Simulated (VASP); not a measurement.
# Li3ZrN2 (P-4m2) in VASP: single point with PBE

Aim: the single point of Li3ZrN2 with PBE.

All numbers are computed with VASP 6.6.1; they aren't measurements. Logs are shortened: lines on timing, memory, paths and dates and some standing lists are left out, and cuts for length are marked.

### 1 The cell of the first run

The structure is tetragonal, space group P-4m2 (No. 115). Conventional cell: a = 3.329 Å, b = 3.329 Å, c = 5.537 Å, α = 90.00°, β = 90.00°, γ = 90.00°. Li (site symmetry -4m2) has 4 N at 2.23 Å and 4 Zr at 2.35 Å and 4 Li at 2.45 Å within 2.9 Å. Li (site symmetry 2mm) has 5 N at 2.26 to 2.38 Å and 2 Li at 2.45 Å and 2 Zr at 2.45 Å within 3.0 Å. Zr (site symmetry -4m2) has 4 N at 2.23 Å and 8 Li at 2.35 to 2.45 Å within 2.9 Å. Within 2.9 Å of N (site symmetry 2mm) lie 7 Li at 2.23 to 2.38 Å and 2 Zr at 2.23 Å.

### 2 Single point, PBE

Input file INCAR:

```
ALGO = Normal
EDIFF = 1E-6
ENCUT = 520
GGA = PE
ISIF = 2
ISMEAR = 0
LASPH = True
LCHARG = False
LREAL = False
LWAVE = False
NBANDS = 24
NELM = 60
PREC = Accurate
SIGMA = 0.1
```

Input file KPOINTS:

```
k-points
0
Gamma
  6 6 4
```

Input file POSCAR:

```
Li3ZrN2
1.0
    3.3289330000      0.0000000000      0.0000000000
    0.0000000000      3.3289330000      0.0000000000
    0.0000000000      0.0000000000      5.5374669700
Li Zr N
3 1 2
Direct
    0.0000000000      0.0000000000      0.0000000000
    0.5000000000      0.0000000000      0.6756250300
    0.0000000000      0.5000000000      0.3243749700
    0.5000000000      0.5000000000      0.0000000000
    0.5000000000      0.0000000000      0.2671410100
    0.0000000000      0.5000000000      0.7328589900
```

Potentials or basis: VASP PAW PBE potentials, release 64 (Li_sv, Zr_sv, N).

Command:

```sh
$ cat potpaw_PBE.64/Li_sv/POTCAR potpaw_PBE.64/Zr_sv/POTCAR potpaw_PBE.64/N/POTCAR > POTCAR
$ mpirun -np 1 vasp_std > vasp.out
```

OUTCAR:

```text
EDIFF = 1E-6
   ENCUT = 520
   GGA = PE
   ISIF = 2
   ISMEAR = 0
   LASPH = True
   LREAL = False
   NELM = 60
   PREC = Accurate

 ion  position               nearest neighbor table
   1  0.000  0.000  0.000-   4 2.35   4 2.35   4 2.35   4 2.35   3 2.45   2 2.45   2 2.45   3 2.45

   2  0.500  0.000  0.676-   1 2.45   4 2.45   4 2.45   1 2.45
   3  0.000  0.500  0.324-   1 2.45   4 2.45   1 2.45   4 2.45
   4  0.500  0.500  0.000-   5 2.23   6 2.23   5 2.23   6 2.23   1 2.35   1 2.35   1 2.35   1 2.35
                             2 2.45   3 2.45   2 2.45   3 2.45
   5  0.500  0.000  0.267-   4 2.23   4 2.23
   6  0.000  0.500  0.733-   4 2.23   4 2.23

  LATTYP: Found a simple tetragonal cell.
 ALAT       =     3.3289330000
 C/A-ratio  =     1.6634359929

  Lattice vectors:

 A1 = (   3.3289330000,   0.0000000000,   0.0000000000)
 A2 = (   0.0000000000,   3.3289330000,   0.0000000000)
 A3 = (   0.0000000000,   0.0000000000,   5.5374669700)

Analysis of symmetry for initial positions (statically):
=====================================================================
 Subroutine PRICEL returns:
 Original cell was already a primitive cell.

 Routine SETGRP: Setting up the symmetry group for a
 simple tetragonal supercell.

 Subroutine GETGRP returns: Found  8 space group operations
 (whereof  8 operations were pure point group operations)
 out of a pool of 16 trial point group operations.

The static configuration has the point symmetry D_2d.

Analysis of symmetry for dynamics (positions and initial velocities):
=====================================================================
 Subroutine PRICEL returns:
 Original cell was already a primitive cell.

 Routine SETGRP: Setting up the symmetry group for a
 simple tetragonal supercell.

 Subroutine GETGRP returns: Found  8 space group operations
 (whereof  8 operations were pure point group operations)
 out of a pool of 16 trial point group operations.

The dynamic configuration has the point symmetry D_2d.

 Subroutine INISYM returns: Found  8 space group operations
 (whereof  8 operations are pure point group operations),
 and found     1 'primitive' translations

----------------------------------------------------------------------------------------

                                     Primitive cell

  volume of cell :      61.3651

  direct lattice vectors                    reciprocal lattice vectors
     3.328933000  0.000000000  0.000000000     0.300396553  0.000000000  0.000000000
     0.000000000  3.328933000  0.000000000     0.000000000  0.300396553  0.000000000
     0.000000000  0.000000000  5.537466970     0.000000000  0.000000000  0.180587985

  length of vectors
     3.328933000  3.328933000  5.537466970     0.300396553  0.300396553  0.180587985

  position of ions in fractional coordinates (direct lattice)
     0.000000000  0.000000000  0.000000000
     0.500000000  0.000000000  0.675625030
     0.000000000  0.500000000  0.324374970
     0.500000000  0.500000000  0.000000000
     0.500000000  0.000000000  0.267141010
     0.000000000  0.500000000  0.732858990

  ion indices of the primitive-cell ions
   primitive index   ion index
                 1           1
                 2           2
                 3           3
                 4           4
                 5           5
                 6           6

----------------------------------------------------------------------------------------

 KPOINTS: k-points

Automatic generation of k-mesh.
 Grid dimensions read from file:
 generate k-points for:    6    6    4

 Generating k-lattice:

  Cartesian coordinates                     Fractional coordinates (reciprocal lattice)
     0.050066092  0.000000000  0.000000000     0.166666667  0.000000000  0.000000000
     0.000000000  0.050066092  0.000000000     0.000000000  0.166666667  0.000000000
     0.000000000  0.000000000  0.045146996     0.000000000  0.000000000  0.250000000

  Length of vectors
     0.050066092  0.050066092  0.045146996

  Shift w.r.t. Gamma in fractional coordinates (k-lattice)
     0.000000000  0.000000000  0.000000000

 Subroutine IBZKPT returns following result:
 ===========================================

 Found     30 irreducible k-points:

 Following reciprocal coordinates:
            Coordinates               Weight
  0.000000  0.000000  0.000000      1.000000
  0.166667  0.000000  0.000000      4.000000
  0.333333  0.000000  0.000000      4.000000
  0.500000  0.000000  0.000000      2.000000
  0.166667  0.166667  0.000000      4.000000
  0.333333  0.166667  0.000000      8.000000
[... 16 lines left out ...]
  0.333333  0.000000  0.500000      4.000000
  0.500000  0.000000  0.500000      2.000000
 [... further k-points ...]
   k-points           NKPTS =     30   k-points in BZ     NKDIM =     30   number of bands    NBANDS=     24
   number of dos      NEDOS =    301   number of ions     NIONS =      6
   total plane-waves  NPLWV =  32928
   dimension x,y,z NGX =    28 NGY =   28 NGZ =   42
   dimension x,y,z NGXF=    56 NGYF=   56 NGZF=   84
   ions per type =               3   1   2
   NGX,Y,Z   is equivalent  to a cutoff of  13.98, 13.98, 12.61 a.u.
   NGXF,Y,Z  is equivalent  to a cutoff of  27.97, 27.97, 25.22 a.u.
 SYSTEM =  unknown system
   PREC   = accura    normal or accurate (medium, high low for compatibility)
   ISTART =      0    job   : 0-new  1-cont  2-samecut
   ICHARG =      2    charge: 1-file 2-atom 10-const
   ISPIN  =      1    spin polarized calculation?
   LNONCOLLINEAR =      F non collinear calculations
   LSORBIT =      F    spin-orbit coupling
   LASPH  =      T    aspherical Exc in radial PAW
   ENCUT  =  520.0 eV  38.22 Ry    6.18 a.u.   6.19  6.19 10.30*2*pi/ulx,y,z
   NELM   =     60;   NELMIN=  2; NELMDL= -5     # of ELM steps
   EDIFF  = 0.1E-05   stopping-criterion for ELM
   LREAL  =      F    real-space projection
   EDIFFG = 0.1E-04   stopping-criterion for IOM
   NSW    =      0    number of steps for IOM
   IBRION =     -1    ionic relax: 0-MD 1-quasi-New 2-CG
   NFREE  =      0    steps in history (QN), initial steepest desc. (CG)
   ISIF   =      2    stress and relaxation
   ISYM   =      2    0-nonsym 1-usesym 2-fastsym
   POTIM  = 0.5000    time-step for ionic-motion
   TEBEG  =    0.0;   TEEND  =   0.0 temperature during run
   PSTRESS=    0.0 pullay stress
   NELECT =      31.0000    total number of electrons
   NUPDOWN=      -1.0000    fix difference up-down
   EMIN   =  10.00;   EMAX   =-10.00  energy-range for DOS
   EFERMI =   0.00;   METHOD = LEGACY
   ISMEAR =     0;   SIGMA  =   0.10  broadening in eV -4-tet -1-fermi 0-gaus
   EFERMI_NEDOS =   21; number of points for ismear=-14 and -15
   IALGO  =     38    algorithm
   IMIX   =      4    mixing-type and parameters
     AMIX     =   0.40;   BMIX     =  1.00
     AMIX_MAG =   1.60;   BMIX_MAG =  1.00
  volume/ion in A,a.u.               =      10.23        69.02
  Fermi-wavevector in a.u.,A,eV,Ry     =   1.303832  2.463885 23.129604  1.699978
  Thomas-Fermi vector in A             =   2.434808
   LORBIT       =      0    0 simple, 1 ext, 2 COOP (PROOUT), +10 PAW based schemes
   GGA     = PE    functional components
   LHFCALC =     F    Hartree Fock is set to
   AEXX    =    0.0000 exact exchange contribution
   IVDW    =     0    specifies the selected vdW correction
   LEPSILON=     F    determine dielectric tensor
   LRPA    =     F    only Hartree local field effects (RPA)
 non-spin polarized calculation
 Gauss-broadening in eV      SIGMA  =   0.10
  energy-cutoff  :      520.00
  volume of cell :       61.37
 maximum number of plane-waves:      1696
 NGX is ok and might be reduce to    28
   NGX = 13   NGY = 13   NGZ = 21

 number of electron      30.9999981 magnetization

 Free energy of the ion-electron system (eV)
  ---------------------------------------------------
  ext. energy  EPLUGINS =         0.00000000
  ---------------------------------------------------
  free energy    TOTEN  =       -31.05806215 eV

  energy without entropy =      -31.03322901  energy(sigma->0) =      -31.04564558

 E-fermi :   6.6508     XC(G=0): -10.5459

 val. band max:        6.5929600747   @ k =   0.1667   0.1667   0.5000
 cond. band min:       6.6621251699   @ k =   0.5000   0.3333   0.5000
 fundamental gap:      0.0691650952
 Fermi energy:         6.6507836556

 k-point     1 :       0.0000    0.0000    0.0000
  band No.  band energies     occupation
      1     -42.3066      2.00000
      2     -40.1650      2.00000
      3     -39.7181      2.00000
      4     -39.7156      2.00000
      5     -20.4932      2.00000
      6     -20.3645      2.00000
[... 16 lines left out ...]
     23      14.3387      0.00000
     24      14.3642      0.00000

 k-point     2 :       0.1667    0.0000    0.0000
  band No.  band energies     occupation
      1     -42.2852      2.00000
      2     -40.1792      2.00000
      3     -39.7180      2.00000
      4     -39.7155      2.00000
      5     -20.5059      2.00000
      6     -20.4468      2.00000
[... 16 lines left out ...]
     23      14.2679      0.00000
     24      14.7336      0.00000

 k-point     3 :       0.3333    0.0000    0.0000
  band No.  band energies     occupation
      1     -42.2411      2.00000
      2     -40.2091      2.00000
      3     -39.7179      2.00000
      4     -39.7151      2.00000
      5     -20.7080      2.00000
      6     -20.4260      2.00000
[... 16 lines left out ...]
     23      14.0102      0.00000
     24      14.9597      0.00000

 k-point     4 :       0.5000    0.0000    0.0000
  band No.  band energies     occupation
      1     -42.2184      2.00000
      2     -40.2248      2.00000
      3     -39.7178      2.00000
      4     -39.7149      2.00000
      5     -20.8133      2.00000
      6     -20.4073      2.00000
[... 16 lines left out ...]
     23      13.7977      0.00000
     24      15.1994      0.00000

 k-point     5 :       0.1667    0.1667    0.0000
  band No.  band energies     occupation
      1     -42.2662      2.00000
      2     -40.1894      2.00000
      3     -39.7179      2.00000
      4     -39.7156      2.00000
      5     -20.5121      2.00000
      6     -20.4607      2.00000
[... 16 lines left out ...]
     23      14.4029      0.00000
     24      15.0448      0.00000

 k-point     6 :       0.3333    0.1667    0.0000
  band No.  band energies     occupation
      1     -42.2276      2.00000
      2     -40.2109      2.00000
      3     -39.7180      2.00000
      4     -39.7157      2.00000
      5     -20.7085      2.00000
      6     -20.4678      2.00000
[... 16 lines left out ...]
     23      14.6127      0.00000
     24      14.8591      0.00000
[... 379 lines left out ...]
 k-point    21 :       0.0000    0.0000    0.5000
  band No.  band energies     occupation
      1     -42.3065      2.00000
      2     -40.1648      2.00000
      3     -39.7308      2.00000
      4     -39.7031      2.00000
      5     -20.4936      2.00000
      6     -20.3644      2.00000
[... 16 lines left out ...]
     23      14.1484      0.00000
     24      14.1484      0.00000

 k-point    22 :       0.1667    0.0000    0.5000
  band No.  band energies     occupation
      1     -42.2850      2.00000
      2     -40.1792      2.00000
      3     -39.7290      2.00000
      4     -39.7048      2.00000
      5     -20.5063      2.00000
      6     -20.4469      2.00000
[... 16 lines left out ...]
     23      14.2379      0.00000
     24      15.0271      0.00000

 k-point    23 :       0.3333    0.0000    0.5000
  band No.  band energies     occupation
      1     -42.2410      2.00000
      2     -40.2091      2.00000
      3     -39.7238      2.00000
      4     -39.7094      2.00000
      5     -20.7083      2.00000
      6     -20.4266      2.00000
[... 16 lines left out ...]
     23      14.1655      0.00000
     24      15.5973      0.00000

 k-point    24 :       0.5000    0.0000    0.5000
  band No.  band energies     occupation
      1     -42.2183      2.00000
      2     -40.2247      2.00000
      3     -39.7178      2.00000
      4     -39.7150      2.00000
      5     -20.8138      2.00000
      6     -20.4081      2.00000
[... 16 lines left out ...]
     23      14.9378      0.00000
     24      15.3127      0.00000

 [... further k-points ...]

------------------------ aborting loop because EDIFF is reached ----------------------------------------

  FORCE on cell =-STRESS in cart. coord.  units (eV):
  Direction    XX          YY          ZZ          XY          YZ          ZX
  --------------------------------------------------------------------------------------
  -------------------------------------------------------------------------------------
  Total        6.8501767      6.8501767     -0.3104565      0.0000000      0.0000000      0.0000000
  in kB      178.8508873    178.8508873     -8.1056906      0.0000000      0.0000000      0.0000000
  external PRESSURE =     116.5320280 kB  Pullay stress =       0.0000000 kB

 VOLUME and BASIS-vectors are now :
 -----------------------------------------------------------------------------
  energy-cutoff  :      520.00
  volume of cell :       61.37
      direct lattice vectors                 reciprocal lattice vectors
     3.328933000  0.000000000  0.000000000     0.300396553  0.000000000  0.000000000
     0.000000000  3.328933000  0.000000000     0.000000000  0.300396553  0.000000000
     0.000000000  0.000000000  5.537466970     0.000000000  0.000000000  0.180587985

 POSITION                                       TOTAL-FORCE (eV/Angst)
 -----------------------------------------------------------------------------------
      0.00000      0.00000      0.00000         0.000000     -0.000000     -0.000000
      1.66447      0.00000      3.74125        -0.000000     -0.000000     -3.447734
      0.00000      1.66447      1.79622         0.000000     -0.000000      3.447734
      1.66447      1.66447      0.00000         0.000000      0.000000     -0.000000
      1.66447      0.00000      1.47928        -0.000000     -0.000000     -3.094212
      0.00000      1.66447      4.05818         0.000000     -0.000000      3.094212
 -----------------------------------------------------------------------------------
    total drift:                                0.000000      0.000000      0.000000

  FREE ENERGIE OF THE ION-ELECTRON SYSTEM (eV)
  ---------------------------------------------------
  free  energy   TOTEN  =       -31.0580621474 eV

  energy  without entropy=      -31.0332290149  energy(sigma->0) =      -31.04564558
```

Run time: 37 s. Hardware: 1 thread of Intel Xeon 6975P-C, shared host; peak memory 0.2 GiB.

Results:

| Item | Value |
| --- | --- |
| Free energy | -31.0581 eV |
| Largest force | 3.448 eV/Å |

Forces in eV/Å, atoms in the order of the input:
```
Li   0.000  0.000  0.000
Li   0.000  0.000 -3.448
Li   0.000  0.000  3.448
Zr   0.000  0.000  0.000
N    0.000  0.000 -3.094
N    0.000  0.000  3.094
```

Caveat: the cutoff is under 1.25 times the usual one of these potentials, so pressure, stress and relaxed cells hold a basis-set (Pulay) error; forces of over 1 eV/Å act on the atoms, so gaps and moduli don't describe the material at rest.
